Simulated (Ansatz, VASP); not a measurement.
# Mo: VASP beside Ansatz

```
CELL_PARAMETERS angstrom
-1.55836 1.55836 1.55836
1.55836 -1.55836 1.55836
1.55836 1.55836 -1.55836
ATOMIC_POSITIONS crystal
Mo 0.00000 0.00000 0.00000
```

Alike in both runs: functional PBEsol; dispersion D4; k mesh 18 × 18 × 18; occupations gaussian, width 0.1 eV; no spin polarisation.

Ansatz relaxed the structure, and its values are those at the end. VASP's run is a single point on that final structure, the one shown.

|  | VASP | Ansatz |
| --- | --- | --- |
| version | VASP 6.6.1 | Ansatz 0.2.0 |
| potentials or method | VASP PAW PBE potentials, release 64 (Mo_sv), cutoff 500 eV | scalar-relativistic, plane waves, PAW |
| valence electrons in the cell | 14 | 14 |

```csv
,VASP,Ansatz,Ansatz less VASP
gap on the k mesh at the Fermi level (eV),none,none,-
pressure (GPa),0.6,0.0,-0.57
```

VASP's potentials were made for PBE, not for PBEsol, and Ansatz warns of the same on its side. A gap of «none» marks a metal or a gap that the smearing closes.
